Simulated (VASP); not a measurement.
# S (Pm-3m) in VASP: a series of runs

Runs on S. Level: LDA. Tasks: single point.

All numbers are computed with VASP 6.6.1; they aren't measurements. Logs are shortened: lines on timing, memory, paths and dates and some standing lists are left out, and cuts for length are marked.

**1. The cell of the first run**

Symmetry: Pm-3m, No. 221, cubic system. The conventional cell has a = 1.936 Å, b = 1.936 Å, c = 1.936 Å, α = 90.00°, β = 90.00°, γ = 90.00°. Within 2.6 Å of S (site symmetry m-3m) lie 6 S at 1.94 Å.

**2. Single point, LDA**

The input, INCAR:

```
ALGO = Normal
EDIFF = 1E-7
ENCUT = 520
ISIF = 2
ISMEAR = -1
LASPH = True
LCHARG = True
LELF = True
LREAL = False
LVHAR = True
LWAVE = False
NBANDS = 9
NELM = 100
PREC = Accurate
SIGMA = 0.08
```

The input, KPOINTS:

```
k-points
0
Gamma
  16 16 16
```

The input, POSCAR:

```
S
1.0
    1.9361977199      0.0000000000      0.0000000000
    0.0000000000      1.9361977199      0.0000000000
    0.0000000000      0.0000000000      1.9361977199
S
1
Direct
    0.0000000000      0.0000000000      0.0000000000
```

Potentials or basis: VASP PAW LDA potentials, release 64 (S).

Launch:

```bash
$ cat potpaw_LDA.64/S/POTCAR > POTCAR
$ mpirun -np 1 vasp_std > vasp.out
```

OUTCAR:

```text
EDIFF = 1E-7
   ENCUT = 520
   ISIF = 2
   ISMEAR = -1
   LASPH = True
   LREAL = False
   NELM = 100
   PREC = Accurate

 ion  position               nearest neighbor table
   1  0.000  0.000  0.000-

  LATTYP: Found a simple cubic cell.
 ALAT       =     1.9361977199

  Lattice vectors:

 A1 = (   1.9361977199,   0.0000000000,   0.0000000000)
 A2 = (   0.0000000000,   1.9361977199,   0.0000000000)
 A3 = (   0.0000000000,   0.0000000000,   1.9361977199)

Analysis of symmetry for initial positions (statically):
=====================================================================
 Subroutine PRICEL returns:
 Original cell was already a primitive cell.

 Routine SETGRP: Setting up the symmetry group for a
 simple cubic supercell.

 Subroutine GETGRP returns: Found 48 space group operations
 (whereof 48 operations were pure point group operations)
 out of a pool of 48 trial point group operations.

The static configuration has the point symmetry O_h .

Analysis of symmetry for dynamics (positions and initial velocities):
=====================================================================
 Subroutine PRICEL returns:
 Original cell was already a primitive cell.

 Routine SETGRP: Setting up the symmetry group for a
 simple cubic supercell.

 Subroutine GETGRP returns: Found 48 space group operations
 (whereof 48 operations were pure point group operations)
 out of a pool of 48 trial point group operations.

The dynamic configuration has the point symmetry O_h .

 Subroutine INISYM returns: Found 48 space group operations
 (whereof 48 operations are pure point group operations),
 and found     1 'primitive' translations

----------------------------------------------------------------------------------------

                                     Primitive cell

  volume of cell :       7.2585

  direct lattice vectors                    reciprocal lattice vectors
     1.936197720  0.000000000  0.000000000     0.516476179  0.000000000  0.000000000
     0.000000000  1.936197720  0.000000000     0.000000000  0.516476179  0.000000000
     0.000000000  0.000000000  1.936197720     0.000000000  0.000000000  0.516476179

  length of vectors
     1.936197720  1.936197720  1.936197720     0.516476179  0.516476179  0.516476179

  position of ions in fractional coordinates (direct lattice)
     0.000000000  0.000000000  0.000000000
[... 71 lines left out ...]
   LNONCOLLINEAR =      F non collinear calculations
   LSORBIT =      F    spin-orbit coupling
   LASPH  =      T    aspherical Exc in radial PAW
   ENCUT  =  520.0 eV  38.22 Ry    6.18 a.u.   3.60  3.60  3.60*2*pi/ulx,y,z
   NELM   =    100;   NELMIN=  2; NELMDL= -5     # of ELM steps
   EDIFF  = 0.1E-06   stopping-criterion for ELM
   LREAL  =      F    real-space projection
   EDIFFG = 0.1E-05   stopping-criterion for IOM
   NSW    =      0    number of steps for IOM
   IBRION =     -1    ionic relax: 0-MD 1-quasi-New 2-CG
   NFREE  =      0    steps in history (QN), initial steepest desc. (CG)
   ISIF   =      2    stress and relaxation
   ISYM   =      2    0-nonsym 1-usesym 2-fastsym
   POTIM  = 0.5000    time-step for ionic-motion
   TEBEG  =    0.0;   TEEND  =   0.0 temperature during run
   PSTRESS=    0.0 pullay stress
   NELECT =       6.0000    total number of electrons
   NUPDOWN=      -1.0000    fix difference up-down
   EMIN   =  10.00;   EMAX   =-10.00  energy-range for DOS
   EFERMI =   0.00;   METHOD = LEGACY
   ISMEAR =    -1;   SIGMA  =   0.08  broadening in eV -4-tet -1-fermi 0-gaus
   EFERMI_NEDOS =   21; number of points for ismear=-14 and -15
   IALGO  =     38    algorithm
   IMIX   =      4    mixing-type and parameters
     AMIX     =   0.40;   BMIX     =  1.00
     AMIX_MAG =   1.60;   BMIX_MAG =  1.00
  volume/ion in A,a.u.               =       7.26        48.98
  Fermi-wavevector in a.u.,A,eV,Ry     =   1.536416  2.903406 32.117569  2.360575
  Thomas-Fermi vector in A             =   2.643068
   LORBIT       =      0    0 simple, 1 ext, 2 COOP (PROOUT), +10 PAW based schemes
   GGA     = CA    functional components
   LHFCALC =     F    Hartree Fock is set to
   AEXX    =    0.0000 exact exchange contribution
   IVDW    =     0    specifies the selected vdW correction
   LEPSILON=     F    determine dielectric tensor
   LRPA    =     F    only Hartree local field effects (RPA)
 non-spin polarized calculation
  energy-cutoff  :      520.00
  volume of cell :        7.26
 maximum number of plane-waves:       208
   NGX =  7   NGY =  7   NGZ =  7

 number of electron       6.0000000 magnetization

 Free energy of the ion-electron system (eV)
  ---------------------------------------------------
  ext. energy  EPLUGINS =         0.00000000
  ---------------------------------------------------
  free energy    TOTEN  =        -0.30607000 eV

  energy without entropy =       -0.29939172  energy(sigma->0) =       -0.30273086

 E-fermi :  23.7796     XC(G=0): -15.0193

 val. band max:       23.7745723552   @ k =   0.2500   0.2500   0.2500
 cond. band min:      23.8222358056   @ k =   0.3750   0.3750   0.3125
 fundamental gap:      0.0476634504
 Fermi energy:        23.7795669212

 k-point     1 :       0.0000    0.0000    0.0000
  band No.  band energies     occupation
      1      -5.4767      2.00000
      2      27.3658      0.00000
      3      27.3658      0.00000
      4      28.6827      0.00000
      5      28.6827      0.00000
      6      28.6827      0.00000
      7      44.5382      0.00000
      8      57.4097      0.00000
      9      57.4097      0.00000
[... 265 lines left out ...]
 k-point    24 :       0.5000    0.1250    0.0000
  band No.  band energies     occupation
      1       3.0767      2.00000
      2       5.3225      2.00000
      3      26.9108      0.00000
      4      33.7690      0.00000
      5      34.7647      0.00000
      6      38.2471      0.00000
      7      40.2896      0.00000
      8      46.6300      0.00000
      9      52.7492      0.00000

 [... further k-points ...]
[... 5 lines left out ...]
  --------------------------------------------------------------------------------------
  -------------------------------------------------------------------------------------
  Total       11.6170225     11.6170225     11.6170225     -0.0000000     -0.0000000      0.0000000
  in kB     2564.2259961   2564.2259961   2564.2259961     -0.0000000     -0.0000000      0.0000000
  external PRESSURE =    2564.2259961 kB  Pullay stress =       0.0000000 kB

 VOLUME and BASIS-vectors are now :
 -----------------------------------------------------------------------------
  energy-cutoff  :      520.00
  volume of cell :        7.26
      direct lattice vectors                 reciprocal lattice vectors
     1.936197720  0.000000000  0.000000000     0.516476179  0.000000000  0.000000000
     0.000000000  1.936197720  0.000000000     0.000000000  0.516476179  0.000000000
     0.000000000  0.000000000  1.936197720     0.000000000  0.000000000  0.516476179

 POSITION                                       TOTAL-FORCE (eV/Angst)
 -----------------------------------------------------------------------------------
      0.00000      0.00000      0.00000         0.000000      0.000000      0.000000
 -----------------------------------------------------------------------------------
    total drift:                               -0.000000      0.000000      0.000000

  FREE ENERGIE OF THE ION-ELECTRON SYSTEM (eV)
  ---------------------------------------------------
  free  energy   TOTEN  =        -0.3060699992 eV

  energy  without entropy=       -0.2993917170  energy(sigma->0) =       -0.30273086
```

Wall time 14 s (1 thread of AMD EPYC 7R13, shared host); peak memory 0.08 GiB.

Results:

```
Free energy            : -0.3061 eV
Pressure               : 256.4 GPa
Band gap on the k mesh : zero (band 3 reaches 31.57 eV, above the bottom of band 4 at 18.00 eV)
```

Levels at points of the mesh, in eV from the Fermi level:
```tsv
k point	band 1	band 2	band 3	band 4	band 5	band 6	band 7	band 8
(0.00, 0.00, 0.00)	-29.26	3.59	3.59	4.90	4.90	4.90	20.76	33.63
(0.50, 0.00, 0.00)	-21.27	-18.98	7.79	10.55	10.55	16.05	16.05	21.10
(0.50, 0.50, 0.00)	-12.89	-12.89	-12.23	-5.78	16.06	20.38	20.38	24.48
(0.50, 0.50, 0.50)	-7.21	-7.21	-7.21	0.19	0.19	0.19	1.37	9.96
```

**3. Single point, LDA**

The input, INCAR:

```
SYSTEM = S
ALGO     = Normal         ! electronic algorithm
EDIFF    = 1E-6           ! SCF threshold, eV
ENCUT    = 520            ! plane-wave cutoff, eV
ISIF     = 2              ! what is computed and relaxed
ISMEAR   = 1              ! smearing method
LASPH    = .TRUE.         ! aspherical terms in the spheres
LCHARG   = .FALSE.        ! write CHGCAR
LREAL    = .FALSE.        ! projectors in reciprocal space
LWAVE    = .FALSE.        ! write WAVECAR
NBANDS   = 9              ! bands
NELM     = 60             ! most SCF steps
PREC     = Accurate       ! precision mode
SIGMA    = 0.005          ! smearing width, eV
```

The input, KPOINTS:

```
Automatic mesh
0
Gamma
  16 16 16
  0.5 0.5 0.5
```

POSCAR is that of step 2.

Potentials or basis: VASP PAW LDA potentials, release 64 (S).

Launch:

```bash
$ cat potpaw_LDA.64/S/POTCAR > POTCAR
$ mpirun -np 1 vasp_std > vasp.out
```

Run time: 9.3 s. Hardware: 1 thread of AMD EPYC 7R13, shared host; peak memory 0.08 GiB.

The run converged. Its results:

* Free energy: -0.3099 eV
* Pressure: 255.4 GPa
* Band gap on the k mesh: zero (band 3 reaches 30.43 eV, above the bottom of band 4 at 18.48 eV)

Levels at points of the mesh, in eV from the Fermi level:
| k point | band 1 | band 2 | band 3 | band 4 | band 5 | band 6 | band 7 |
| --- | --- | --- | --- | --- | --- | --- | --- |
| (0.03, 0.03, 0.03) | -29.22 | 2.02 | 2.02 | 4.65 | 6.52 | 6.52 | 20.98 |

**4. Single point, LDA (volume scaled by 0.6)**

The input, INCAR:

```
ALGO     = Normal         # electronic algorithm
EDIFF    = 1E-6           # SCF threshold, eV
ENCUT    = 520            # plane-wave cutoff, eV
GGA      = CA             # functional
ISIF     = 2              # what is computed and relaxed
ISMEAR   = -1             # smearing method
LASPH    = T              # aspherical terms in the spheres
LCHARG   = F              # write CHGCAR
LREAL    = F              # projectors in reciprocal space
LWAVE    = F              # write WAVECAR
NBANDS   = 9              # bands
NELM     = 80             # most SCF steps
PREC     = Accurate       # precision mode
SIGMA    = 0.08           # smearing width, eV
```

The input, KPOINTS:

```
k-points
0
Gamma
  16 16 16
```

The input, POSCAR:

```
S
1.0
    2.1310613369      0.0000000000      0.0000000000
    0.0000000000      2.1310613369      0.0000000000
    0.0000000000      0.0000000000      2.1310613369
S
1
Direct
    0.0000000000      0.0000000000      0.0000000000
```

Launch:

```bash
$ cat potpaw_LDA.64/S/POTCAR > POTCAR
$ mpirun -np 1 vasp_std > vasp.out
```

Wall time 17 s (1 thread of AMD EPYC 7R13, shared host); peak memory 0.08 GiB.

The run converged. Its results:

```
Free energy            : -2.7338 eV
Pressure               : 102.2 GPa
Band gap on the k mesh : zero (band 3 reaches 24.06 eV, above the bottom of band 4 at 13.40 eV)
```

Levels at points of the mesh, in eV from the Fermi level:
| k point | band 1 | band 2 | band 3 | band 4 | band 5 | band 6 |
| --- | --- | --- | --- | --- | --- | --- |
| (0.00, 0.00, 0.00) | -24.57 | 3.05 | 3.05 | 3.05 | 4.82 | 4.82 |
| (0.50, 0.00, 0.00) | -18.69 | -14.98 | 6.80 | 6.80 | 8.13 | 14.81 |
| (0.50, 0.50, 0.00) | -12.25 | -10.48 | -10.48 | -2.69 | 10.28 | 18.14 |
| (0.50, 0.50, 0.50) | -6.40 | -6.40 | -6.40 | -3.86 | 2.14 | 2.14 |

**5. Single point, LDA (volume scaled by 0.68)**

The input, INCAR:

```
SYSTEM = S
ALGO = Normal
EDIFF = 1E-7
ENCUT = 520
ISIF = 2
ISMEAR = -1
LASPH = .True.
LCHARG = .False.
LREAL = .False.
LWAVE = .False.
NBANDS = 9
NELM = 80
PREC = Accurate
SIGMA = 0.08
```

The input, KPOINTS:

```
k-points
0
Gamma
  16 16 16
  0 0 0
```

The input, POSCAR:

```
S
1.0
    2.2218522248      0.0000000000      0.0000000000
    0.0000000000      2.2218522248      0.0000000000
    0.0000000000      0.0000000000      2.2218522248
S
1
Direct
    0.0000000000      0.0000000000      0.0000000000
```

Launch:

```bash
$ cat potpaw_LDA.64/S/POTCAR > POTCAR
$ mpirun -np 1 vasp_std > vasp.out
```

Run time: 27 s. Hardware: 1 thread of AMD EPYC 7R13, shared host; peak memory 0.09 GiB.

The run converged. Its results:

```yaml
Free_energy: -3.4188 eV
Pressure: 67.4 GPa
Band_gap_on_the_k_mesh: zero (band 3 reaches 20.35 eV, above the bottom of band 4 at 9.34 eV)
```

Levels at points of the mesh, in eV from the Fermi level:
```tsv
k point	band 1	band 2	band 3	band 4	band 5	band 6
(0.00, 0.00, 0.00)	-22.75	2.45	2.45	2.45	5.33	5.33
(0.50, 0.00, 0.00)	-17.66	-13.40	5.57	5.57	8.32	14.40
(0.50, 0.50, 0.00)	-12.18	-9.47	-9.47	-1.53	8.41	17.37
(0.50, 0.50, 0.50)	-5.94	-5.94	-5.94	-5.44	2.89	2.89
```

**6. The runs side by side**

```csv
cell,k mesh,smearing,gap on the mesh (eV),pressure (GPa)
"a = 1.936 Å, 1 atom",16 × 16 × 16,fermi-dirac 0.08 eV,none,256.4
"a = 1.936 Å, 1 atom","16 × 16 × 16, shifted",methfessel-paxton 0.005 eV,none,255.4
"a = 2.131 Å, 1 atom",16 × 16 × 16,fermi-dirac 0.08 eV,none,102.2
"a = 2.222 Å, 1 atom",16 × 16 × 16,fermi-dirac 0.08 eV,none,67.4
```

Alike in all rows: task single point; level LDA; potentials or basis VASP PAW LDA potentials, release 64 (S); no spin polarisation; cutoff (eV) 520.

Absolute energies hang on the potentials; compare differences alone.
